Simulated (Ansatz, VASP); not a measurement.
# Two plane-wave programs on NaH

INCAR

```
SYSTEM = NaH
PREC     = Accurate       ! precision mode
ENCUT    = 520            ! plane-wave cutoff, eV
EDIFF    = 1E-6           ! SCF threshold, eV
ISMEAR   = 0              ! smearing method
SIGMA    = 0.01           ! smearing width, eV
LREAL    = .False.        ! projectors in reciprocal space
LASPH    = .True.         ! aspherical terms in the spheres
NELM     = 80             ! most SCF steps
ALGO     = Normal         ! electronic algorithm
ISIF     = 2              ! what is computed and relaxed
LWAVE    = .False.        ! write WAVECAR
LCHARG   = .False.        ! write CHGCAR
GGA      = PE             ! functional
NBANDS   = 11             ! bands
```

KPOINTS

```
Automatic mesh
0
Gamma
  8 8 8
  0 0 0
```

File POSCAR:

```
NaH
1.0
    0.0000000000      2.4181154130      2.4181154130
    2.4181154130      0.0000000000      2.4181154130
    2.4181154130      2.4181154130      0.0000000000
Na H
1 1
Direct
    0.0000000000      0.0000000000      0.0000000000
    0.5000000000      0.5000000000      0.5000000000
```

Input for Ansatz:

```yaml
crystal:
  lattice:
    - [0.0, 2.4181154130476754, 2.4181154130476754]
    - [2.4181154130476754, 0.0, 2.4181154130476754]
    - [2.4181154130476754, 2.4181154130476754, 0.0]
  atoms:
    - { symbol: Na, position: [0.0, 0.0, 0.0] }
    - { symbol: H, position: [0.5, 0.5, 0.5] }
basis:
  ecutwfc: 557.833418042754
kpoints:
  mp_grid:
    grid: [8, 8, 8]
hamiltonian:
  xc: pbe
scf:
  occupations:
    method: fixed
output:
  stress: true
```

Alike in both runs: task single point; functional PBE; k mesh 8 × 8 × 8; no spin polarisation.

|  | VASP | Ansatz |
| --- | --- | --- |
| version | VASP 6.6.1 | Ansatz 0.2.0 |
| potentials or method | VASP PAW PBE potentials, release 64 (Na_pv, H), cutoff 520 eV | plane waves, PAW |
| occupations | gaussian, width 0.01 eV | fixed |
| valence electrons in the cell | 8 | 10 |

```tsv
	VASP	Ansatz	Ansatz less VASP
pressure (GPa)	-0.1	-0.1	+0.03
```

VASP's potentials hold 8 valence electrons a cell and Ansatz's 10, so a difference there can come from the potentials and not from the codes.
